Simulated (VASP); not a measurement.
# IrC (zincblende type) (F-43m) in VASP: notebook

Runs on IrC (zincblende type). Level: PBE. Tasks: single point, relaxation of cell and atoms.

Everything below comes from runs of VASP 6.6.1. Logs are shortened: lines on timing, memory, paths and dates and some standing lists are left out, and cuts for length are marked.

## Step 1: The cell of the first run

The structure is cubic, space group F-43m (No. 216). Conventional cell: a = 4.621 Å, b = 4.621 Å, c = 4.621 Å, α = 90.00°, β = 90.00°, γ = 90.00°. Within 2.7 Å of Ir (site symmetry -43m) lie 4 C at 2.00 Å. Within 2.7 Å of C (site symmetry -43m) lie 4 Ir at 2.00 Å.

## Step 2: Single point, PBE

Contents of INCAR:

```
PREC = Accurate
ENCUT = 520
EDIFF = 1E-7
ISMEAR = -1
SIGMA = 0.08
LREAL = False
LASPH = True
NELM = 80
ALGO = Normal
ISIF = 2
LWAVE = False
LCHARG = True
GGA = PE
LELF = True
LVHAR = True
NBANDS = 14
```

Contents of KPOINTS:

```
regular mesh
0
Gamma
  16 16 16
```

Contents of POSCAR:

```
IrC
1.0
    0.0000000000      2.3105505880      2.3105505880
    2.3105505880      0.0000000000      2.3105505880
    2.3105505880      2.3105505880      0.0000000000
Ir C
1 1
Direct
    0.0000000000      0.0000000000      0.0000000000
    0.2500000000      0.2500000000      0.2500000000
```

Potentials or basis: VASP PAW PBE potentials, release 64 (Ir, C).

The run is started by

```console
> cat potpaw_PBE.64/Ir/POTCAR potpaw_PBE.64/C/POTCAR > POTCAR
> mpirun -np 1 vasp_std > vasp.out
```

OUTCAR:

```text
PREC = Accurate
   ENCUT = 520
   EDIFF = 1E-7
   ISMEAR = -1
   LREAL = False
   LASPH = True
   NELM = 80
   ISIF = 2
   GGA = PE

 ion  position               nearest neighbor table
   1  0.000  0.000  0.000-   2 2.00   2 2.00   2 2.00   2 2.00
   2  0.250  0.250  0.250-   1 2.00   1 2.00   1 2.00   1 2.00

  LATTYP: Found a face centered cubic cell.
 ALAT       =     4.6211011760

  Lattice vectors:

 A1 = (   0.0000000000,   2.3105505880,   2.3105505880)
 A2 = (   2.3105505880,   0.0000000000,   2.3105505880)
 A3 = (   2.3105505880,   2.3105505880,   0.0000000000)

Analysis of symmetry for initial positions (statically):
=====================================================================
 Subroutine PRICEL returns:
 Original cell was already a primitive cell.

 Routine SETGRP: Setting up the symmetry group for a
 face centered cubic supercell.

 Subroutine GETGRP returns: Found 24 space group operations
 (whereof 24 operations were pure point group operations)
 out of a pool of 48 trial point group operations.

The static configuration has the point symmetry T_d .

Analysis of symmetry for dynamics (positions and initial velocities):
=====================================================================
 Subroutine PRICEL returns:
 Original cell was already a primitive cell.

 Routine SETGRP: Setting up the symmetry group for a
 face centered cubic supercell.

 Subroutine GETGRP returns: Found 24 space group operations
 (whereof 24 operations were pure point group operations)
 out of a pool of 48 trial point group operations.

The dynamic configuration has the point symmetry T_d .

 Subroutine INISYM returns: Found 24 space group operations
 (whereof 24 operations are pure point group operations),
 and found     1 'primitive' translations

----------------------------------------------------------------------------------------

                                     Primitive cell

  volume of cell :      24.6704

  direct lattice vectors                    reciprocal lattice vectors
     0.000000000  2.310550588  2.310550588    -0.216398638  0.216398638  0.216398638
     2.310550588  0.000000000  2.310550588     0.216398638 -0.216398638  0.216398638
     2.310550588  2.310550588  0.000000000     0.216398638  0.216398638 -0.216398638

  length of vectors
     3.267611978  3.267611978  3.267611978     0.374813435  0.374813435  0.374813435

  position of ions in fractional coordinates (direct lattice)
     0.000000000  0.000000000  0.000000000
     0.250000000  0.250000000  0.250000000

  ion indices of the primitive-cell ions
   primitive index   ion index
                 1           1
                 2           2

----------------------------------------------------------------------------------------

 KPOINTS: regular mesh

Automatic generation of k-mesh.
 Grid dimensions read from file:
 generate k-points for:   16   16   16

 Generating k-lattice:

  Cartesian coordinates                     Fractional coordinates (reciprocal lattice)
    -0.013524915  0.013524915  0.013524915     0.062500000  0.000000000  0.000000000
     0.013524915 -0.013524915  0.013524915     0.000000000  0.062500000  0.000000000
     0.013524915  0.013524915 -0.013524915     0.000000000  0.000000000  0.062500000

  Length of vectors
     0.023425840  0.023425840  0.023425840

  Shift w.r.t. Gamma in fractional coordinates (k-lattice)
     0.000000000  0.000000000  0.000000000

 Subroutine IBZKPT returns following result:
 ===========================================

 Found    145 irreducible k-points:

 Following reciprocal coordinates:
            Coordinates               Weight
  0.000000  0.000000  0.000000      1.000000
  0.062500  0.000000  0.000000      8.000000
  0.125000  0.000000  0.000000      8.000000
  0.187500  0.000000  0.000000      8.000000
  0.250000  0.000000  0.000000      8.000000
  0.312500  0.000000  0.000000      8.000000
[... 16 lines left out ...]
 -0.125000  0.062500  0.000000     24.000000
 -0.062500  0.062500  0.000000     12.000000
 [... further k-points ...]
   k-points           NKPTS =    145   k-points in BZ     NKDIM =    145   number of bands    NBANDS=     14
   number of dos      NEDOS =    301   number of ions     NIONS =      2
   total plane-waves  NPLWV =  13824
   dimension x,y,z NGX =    24 NGY =   24 NGZ =   24
   dimension x,y,z NGXF=    48 NGYF=   48 NGZF=   48
   ions per type =               1   1
   NGX,Y,Z   is equivalent  to a cutoff of  12.21, 12.21, 12.21 a.u.
   NGXF,Y,Z  is equivalent  to a cutoff of  24.42, 24.42, 24.42 a.u.
 SYSTEM =  unknown system
   PREC   = accura    normal or accurate (medium, high low for compatibility)
   ISTART =      0    job   : 0-new  1-cont  2-samecut
   ICHARG =      2    charge: 1-file 2-atom 10-const
   ISPIN  =      1    spin polarized calculation?
   LNONCOLLINEAR =      F non collinear calculations
   LSORBIT =      F    spin-orbit coupling
   LASPH  =      T    aspherical Exc in radial PAW
   ENCUT  =  520.0 eV  38.22 Ry    6.18 a.u.   6.08  6.08  6.08*2*pi/ulx,y,z
   NELM   =     80;   NELMIN=  2; NELMDL= -5     # of ELM steps
   EDIFF  = 0.1E-06   stopping-criterion for ELM
   LREAL  =      F    real-space projection
   EDIFFG = 0.1E-05   stopping-criterion for IOM
   NSW    =      0    number of steps for IOM
   IBRION =     -1    ionic relax: 0-MD 1-quasi-New 2-CG
   NFREE  =      0    steps in history (QN), initial steepest desc. (CG)
   ISIF   =      2    stress and relaxation
   ISYM   =      2    0-nonsym 1-usesym 2-fastsym
   POTIM  = 0.5000    time-step for ionic-motion
   TEBEG  =    0.0;   TEEND  =   0.0 temperature during run
   PSTRESS=    0.0 pullay stress
   NELECT =      13.0000    total number of electrons
   NUPDOWN=      -1.0000    fix difference up-down
   EMIN   =  10.00;   EMAX   =-10.00  energy-range for DOS
   EFERMI =   0.00;   METHOD = LEGACY
   ISMEAR =    -1;   SIGMA  =   0.08  broadening in eV -4-tet -1-fermi 0-gaus
   EFERMI_NEDOS =   21; number of points for ismear=-14 and -15
   IALGO  =     38    algorithm
   IMIX   =      4    mixing-type and parameters
     AMIX     =   0.40;   BMIX     =  1.00
     AMIX_MAG =   1.60;   BMIX_MAG =  1.00
  volume/ion in A,a.u.               =      12.34        83.24
  Fermi-wavevector in a.u.,A,eV,Ry     =   1.322301  2.498787 23.789529  1.748481
  Thomas-Fermi vector in A             =   2.451992
   LORBIT       =      0    0 simple, 1 ext, 2 COOP (PROOUT), +10 PAW based schemes
   GGA     = PE    functional components
   LHFCALC =     F    Hartree Fock is set to
   AEXX    =    0.0000 exact exchange contribution
   IVDW    =     0    specifies the selected vdW correction
   LEPSILON=     F    determine dielectric tensor
   LRPA    =     F    only Hartree local field effects (RPA)
 non-spin polarized calculation
  energy-cutoff  :      520.00
  volume of cell :       24.67
 maximum number of plane-waves:       684
   NGX = 13   NGY = 13   NGZ = 13

 number of electron      13.0000000 magnetization

 Free energy of the ion-electron system (eV)
  ---------------------------------------------------
  ext. energy  EPLUGINS =         0.00000000
  ---------------------------------------------------
  free energy    TOTEN  =       -17.00914906 eV

  energy without entropy =      -16.99479265  energy(sigma->0) =      -17.00197085

 E-fermi :   7.4942     XC(G=0): -12.3282

 val. band max:        7.4806024255   @ k =  -0.3125   0.2500   0.0625
 cond. band min:       7.5012382947   @ k =  -0.3750   0.0625   0.0000
 fundamental gap:      0.0206358692
 Fermi energy:         7.4942374602

 k-point     1 :       0.0000    0.0000    0.0000
  band No.  band energies     occupation
      1      -6.7061      2.00000
      2       0.8147      2.00000
      3       0.8147      2.00000
      4       0.8147      2.00000
      5       5.1013      2.00000
      6       5.1013      2.00000
      7      10.9955      0.00000
      8      13.7605      0.00000
      9      13.7605      0.00000
     10      13.7605      0.00000
     11      21.1761      0.00000
     12      21.1761      0.00000
     13      21.1761      0.00000
     14      25.2135      0.00000

 k-point     2 :       0.0625    0.0000    0.0000
  band No.  band energies     occupation
      1      -6.6372      2.00000
      2       0.7718      2.00000
      3       0.8515      2.00000
      4       0.8515      2.00000
      5       5.0788      2.00000
      6       5.0788      2.00000
      7      11.1534      0.00000
      8      13.5783      0.00000
      9      13.7321      0.00000
     10      13.7321      0.00000
     11      20.5581      0.00000
     12      21.2289      0.00000
     13      21.2289      0.00000
     14      25.5589      0.00000

 k-point     3 :       0.1250    0.0000    0.0000
  band No.  band energies     occupation
      1      -6.4387      2.00000
      2       0.6673      2.00000
      3       0.9537      2.00000
      4       0.9537      2.00000
      5       5.0286      2.00000
      6       5.0286      2.00000
      7      11.5415      0.00000
      8      13.0983      0.00000
      9      13.6203      0.00000
     10      13.6203      0.00000
     11      19.3094      0.00000
     12      21.3941      0.00000
     13      21.3941      0.00000
     14      26.0576      0.00000
[... 324 lines left out ...]
 k-point    23 :      -0.1250    0.0625    0.0000
  band No.  band energies     occupation
      1      -6.2910      2.00000
      2       0.5845      2.00000
      3       1.0108      2.00000
      4       1.0666      2.00000
      5       4.8753      2.00000
      6       5.1251      2.00000
      7      11.7576      0.00000
      8      12.8131      0.00000
      9      13.3041      0.00000
     10      13.6875      0.00000
     11      18.9337      0.00000
     12      20.7933      0.00000
     13      21.8989      0.00000
     14      26.4471      0.00000

 k-point    24 :      -0.0625    0.0625    0.0000
  band No.  band energies     occupation
      1      -6.5250      2.00000
      2       0.6956      2.00000
      3       0.8989      2.00000
      4       0.9359      2.00000
      5       4.9804      2.00000
      6       5.1121      2.00000
      7      11.3980      0.00000
      8      13.3549      0.00000
      9      13.5108      0.00000
     10      13.7670      0.00000
     11      19.9833      0.00000
     12      20.8950      0.00000
     13      21.5138      0.00000
     14      25.9433      0.00000

 [... further k-points ...]

------------------------ aborting loop because EDIFF is reached ----------------------------------------

  FORCE on cell =-STRESS in cart. coord.  units (eV):
  Direction    XX          YY          ZZ          XY          YZ          ZX
  --------------------------------------------------------------------------------------
  -------------------------------------------------------------------------------------
  Total        0.2986322      0.2986322      0.2986322      0.0000000      0.0000000      0.0000000
  in kB       19.3941494     19.3941494     19.3941494      0.0000000      0.0000000      0.0000000
  external PRESSURE =      19.3941494 kB  Pullay stress =       0.0000000 kB

 VOLUME and BASIS-vectors are now :
 -----------------------------------------------------------------------------
  energy-cutoff  :      520.00
  volume of cell :       24.67
      direct lattice vectors                 reciprocal lattice vectors
     0.000000000  2.310550588  2.310550588    -0.216398638  0.216398638  0.216398638
     2.310550588  0.000000000  2.310550588     0.216398638 -0.216398638  0.216398638
     2.310550588  2.310550588  0.000000000     0.216398638  0.216398638 -0.216398638

 POSITION                                       TOTAL-FORCE (eV/Angst)
 -----------------------------------------------------------------------------------
      0.00000      0.00000      0.00000        -0.000000      0.000000     -0.000000
      1.15528      1.15528      1.15528         0.000000     -0.000000      0.000000
 -----------------------------------------------------------------------------------
    total drift:                               -0.000000     -0.000000     -0.000000

  FREE ENERGIE OF THE ION-ELECTRON SYSTEM (eV)
  ---------------------------------------------------
  free  energy   TOTEN  =       -17.0091490563 eV

  energy  without entropy=      -16.9947926525  energy(sigma->0) =      -17.00197085
```

Run time: 44 s. Hardware: 1 thread of Oxide Virtual Turin-like, shared host; peak memory 0.15 GiB.

Results:

```yaml
Free_energy: -17.0091 eV
Pressure: 1.9 GPa
Band_gap_on_the_k_mesh: zero (an odd number of electrons rules out a gap without spin polarisation)
```

Levels at points of the mesh, in eV from the Fermi level:
| k point | band 3 | band 4 | band 5 | band 6 | band 7 | band 8 | band 9 | band 10 |
| --- | --- | --- | --- | --- | --- | --- | --- | --- |
| (0.00, 0.00, 0.00) | -6.68 | -6.68 | -2.39 | -2.39 | 3.50 | 6.27 | 6.27 | 6.27 |
| (0.50, 0.00, 0.00) | -6.01 | -6.01 | -1.79 | -1.79 | -0.93 | 3.70 | 3.70 | 6.64 |
| (0.50, 0.50, 0.00) | -3.87 | -3.87 | -3.09 | -1.32 | -0.21 | 0.70 | 0.70 | 10.50 |

Caveat: spin-orbit coupling is left out, which moves the levels of the heavy elements.

## Step 3: Single point, PBE (12.34 Å³/atom)

Contents of INCAR:

```
SYSTEM = IrC
PREC = Accurate
ENCUT = 520
EDIFF = 1E-6
ISMEAR = -1
SIGMA = 0.08
LREAL = .FALSE.
LASPH = .TRUE.
NELM = 60
ALGO = Normal
ISIF = 2
LWAVE = .FALSE.
LCHARG = .FALSE.
GGA = PE
NBANDS = 14
```

Contents of KPOINTS:

```
regular mesh
0
G
  16 16 16
  0 0 0
```

POSCAR is that of step 2.

Potentials or basis: VASP PAW PBE potentials, release 64 (Ir, C).

The run is started by

```console
> cat potpaw_PBE.64/Ir/POTCAR potpaw_PBE.64/C/POTCAR > POTCAR
> mpirun -np 1 vasp_std > vasp.out
```

Run time: 58 s. Hardware: 1 thread of Oxide Virtual Turin-like, shared host; peak memory 0.15 GiB.

Results (log left out):

* Free energy: -17.0091 eV
* Pressure: 2.0 GPa
* Band gap on the k mesh: zero (an odd number of electrons rules out a gap without spin polarisation)

Levels at points of the mesh, in eV from the Fermi level:
```csv
k point,band 3,band 4,band 5,band 6,band 7,band 8,band 9,band 10
"(0.00, 0.00, 0.00)",-6.68,-6.68,-2.39,-2.39,3.50,6.27,6.27,6.27
"(0.50, 0.00, 0.00)",-6.01,-6.01,-1.79,-1.79,-0.93,3.71,3.71,6.64
"(0.50, 0.50, 0.00)",-3.87,-3.87,-3.09,-1.32,-0.21,0.70,0.70,10.50
```

Caveat: spin-orbit coupling is left out, which moves the levels of the heavy elements.

## Step 4: Relaxation of cell and atoms, PBE

This run uses another cell than the first one, of 12.52 Å³/atom.

Contents of INCAR:

```
PREC = Accurate ; ENCUT = 600
EDIFF = 1E-7 ; ISMEAR = -1
SIGMA = 0.08 ; LREAL = False
LASPH = True ; NELM = 80
ALGO = Normal ; ISIF = 3
LWAVE = False ; LCHARG = False
GGA = PE ; IBRION = 2
NSW = 60 ; EDIFFG = -0.005
```

Contents of KPOINTS:

```
Automatic mesh
0
Gamma
  16 16 16
```

Contents of POSCAR:

```
IrC
1.0
    0.0000000000      2.3218500048      2.3218500048
    2.3218500048      0.0000000000      2.3218500048
    2.3218500048      2.3218500048      0.0000000000
Ir C
1 1
Direct
    0.0000000000      0.0000000000      0.0000000000
    0.2500000000      0.2500000000      0.2500000000
```

The run is started by

```console
> cat potpaw_PBE.64/Ir/POTCAR potpaw_PBE.64/C/POTCAR > POTCAR
> mpirun -np 1 vasp_std > vasp.out
```

Run time: 1.9 min. Hardware: 1 thread of Oxide Virtual Turin-like, shared host; peak memory 0.18 GiB.

Results (log left out):

| Property | Result |
| --- | --- |
| Free energy | -17.0111 eV |
| Relaxed volume | 12.42 Å³/atom |
| Relaxed cell | a = 3.275 Å, b = 3.275 Å, c = 3.275 Å, α = 60.00°, β = 60.00°, γ = 60.00° |
| Space group after relaxing (to 0.1 Å) | F-43m (No. 216) |
| Energy gained by relaxing | 0.7 meV/atom |
| Ionic steps | 3 |
| Pressure after relaxing | 0.0 GPa |
| Band gap on the k mesh | zero (an odd number of electrons rules out a gap without spin polarisation) |

The path:
```csv
step,energy change (eV),largest force (eV/Å),pressure (GPa),volume (Å³)
1,0.0000,0.0000,-2.15,25.03
2,0.0045,0.0000,4.72,24.43
3,-0.0014,0.0000,0.00,24.84
```

Final structure:
```cif
data_structure
_symmetry_space_group_name_H-M 'P 1'
_symmetry_Int_Tables_number 1
_cell_length_a 3.2749
_cell_length_b 3.2749
_cell_length_c 3.2749
_cell_angle_alpha 60.000
_cell_angle_beta 60.000
_cell_angle_gamma 60.000
_cell_volume 24.84
loop_
_atom_site_label
_atom_site_type_symbol
_atom_site_fract_x
_atom_site_fract_y
_atom_site_fract_z
_atom_site_occupancy
Ir1 Ir 0.00000 0.00000 0.00000 1
C1 C 0.25000 0.25000 0.25000 1
```

Levels at points of the mesh, in eV from the Fermi level:
```tsv
k point	band 4	band 5	band 6	band 7	band 8	band 9
(0.00, 0.00, 0.00)	-6.63	-2.37	-2.37	3.49	6.23	6.23
(0.50, 0.00, 0.00)	-5.96	-1.77	-1.77	-0.93	3.69	3.69
(0.50, 0.50, 0.00)	-3.85	-3.06	-1.32	-0.22	0.70	0.70
```

Caveat: spin-orbit coupling is left out, which moves the levels of the heavy elements.

The gap in the log of VASP goes by the Fermi energy; the results here count the filled bands.